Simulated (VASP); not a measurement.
**GaAs (rocksalt type): single point with PBE**

Crystal: GaAs (rocksalt type).

```xyz
2
Lattice="0.0000 2.2091 2.2091 2.2091 0.0000 2.2091 2.2091 2.2091 0.0000" Properties=species:S:1:pos:R:3 pbc="T T T"
Ga    0.0000    0.0000    0.0000
As    2.2091    2.2091    2.2091
```

This cell differs from its parent crystal: volume scaled by 0.55, level accurate.

| Property | Result |
| --- | --- |
| Program | VASP 6.6.1 |
| Task | single point |
| Functional | PBE |
| Potentials or basis | VASP PAW PBE potentials, release 64 (Ga_d, As) |
| Cutoff | 520 eV |
| k mesh | 15 × 15 × 15 |
| Occupations | fermi-dirac, width 0.08 eV |
| Spin | no spin polarisation |
| Dipole correction | no |
| Further INCAR settings | ALGO = Normal; EDIFF = 1e-07; NBANDS = 16 |

- Pressure: 170.2 GPa
- Band gap on the k mesh: zero (band 9 reaches 14.76 eV, above the bottom of band 10 at 10.91 eV)

Levels at points of the mesh, in eV from the Fermi level:
| k point | band 5 | band 6 | band 7 | band 8 | band 9 | band 10 | band 11 | band 12 | band 13 | band 14 |
| --- | --- | --- | --- | --- | --- | --- | --- | --- | --- | --- |
| (0.00, 0.00, 0.00) | -16.66 | -16.66 | -0.12 | -0.12 | -0.12 | 7.31 | 7.31 | 7.31 | 7.58 | 9.07 |

Run time: 20 s on 1 thread of Intel(R) Xeon(R) Platinum 8488C (Sapphire Rapids), on a shared host, peak memory 0.17 GiB.
